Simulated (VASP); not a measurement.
The system is Pd.

```
CELL_PARAMETERS angstrom
2.78367 0.00000 0.00000
-1.39183 2.41072 0.00000
0.00000 0.00000 4.62889
ATOMIC_POSITIONS crystal
Pd 0.66667 0.33333 0.75000
Pd 0.33333 0.66667 0.25000
```

Base run:

```yaml
Program: VASP 6.6.1
Functional: BLYP
Potentials_or_basis: VASP PAW PBE potentials, release 64 (Pd)
Cutoff: 520 eV
k_mesh: 10 × 10 × 6
Occupations: methfessel-paxton, width 0.05 eV
Spin: no spin polarisation
```

Its results: band gap on the k mesh zero (band 10 reaches 9.64 eV, above the bottom of band 11 at 8.80 eV); pressure 8.8 GPa.

Task: The run is repeated on the same cell with these changes: functional from BLYP to LDA; potentials or basis from VASP PAW PBE potentials, release 64 (Pd) to VASP PAW LDA potentials, release 64 (Pd). What comes out?

Result: Band gap on the k mesh zero (band 10 reaches 8.93 eV, above the bottom of band 11 at 8.10 eV); pressure -15.5 GPa.

Caveats: the PAW data sets were made with another functional, which shifts forces and pressure a little (some runs).
